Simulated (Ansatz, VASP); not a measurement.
# WC: VASP beside Ansatz

Contents of INCAR:

```
PREC = Accurate ; ENCUT = 520
EDIFF = 1E-6 ; ISMEAR = 0
SIGMA = 0.15 ; LREAL = F
LASPH = T ; NELM = 60
ALGO = Normal ; ISIF = 2
LWAVE = F ; LCHARG = F
GGA = PE ; NBANDS = 16
```

KPOINTS

```
Automatic mesh
0
Gamma
  18 18 16
```

The input POSCAR:

```
WC
1.0
    2.7844813786      0.0000000000      0.0000000000
   -1.3922406893      2.4114316102      0.0000000000
    0.0000000000      0.0000000000      2.9421600000
W C
1 1
Direct
    0.0000000000      0.0000000000      0.0000000000
    0.6666666667      0.3333333333      0.5000000000
```

Input for Ansatz:

```yaml
crystal:
  lattice:
    - [2.7844813786, 0.0, 0.0]
    - [-1.3922406893, 2.4114316102, 0.0]
    - [0.0, 0.0, 2.94216]
  atoms:
    - { symbol: W, position: [0.0, 0.0, 0.0] }
    - { symbol: C, position: [0.6666666667, 0.3333333333, 0.5] }
basis:
  ecutwfc: 420
kpoints:
  mp_grid: { grid: [18, 18, 16] }
hamiltonian:
  xc: pbe
scf:
  occupations: { method: gaussian, width: 0.15 }
output:
  forces: true
  stress: true
  eigenvalues: true
```

Change from the starting cell: strain -0.040 along x and y, +0.040 along z, atoms carried along.

Alike in both runs: task single point; functional PBE; k mesh 18 × 18 × 16; occupations gaussian, width 0.15 eV; no spin polarisation.

|  | VASP | Ansatz |
| --- | --- | --- |
| version | VASP 6.6.1 | Ansatz 0.2.0 |
| potentials or method | VASP PAW PBE potentials, release 64 (W_sv, C), cutoff 520 eV | scalar-relativistic, plane waves, PAW |
| valence electrons in the cell | 18 | 18 |

Ansatz gave:

| Quantity | Value |
| --- | --- |
| gap on the k mesh at the Fermi level (eV) | none |
| pressure (GPa) | 26.3 |
| traceless stress, the component that is largest in VASP (GPa) | -39.73 |

Q: Estimate VASP's values.

A: gap on the k mesh at the Fermi level (eV): none; pressure (GPa): 27.7; traceless stress, the component that is largest in VASP (GPa): -39.60.

A gap of «none» marks a metal or a gap that the smearing closes.

Spin-orbit coupling is off throughout.
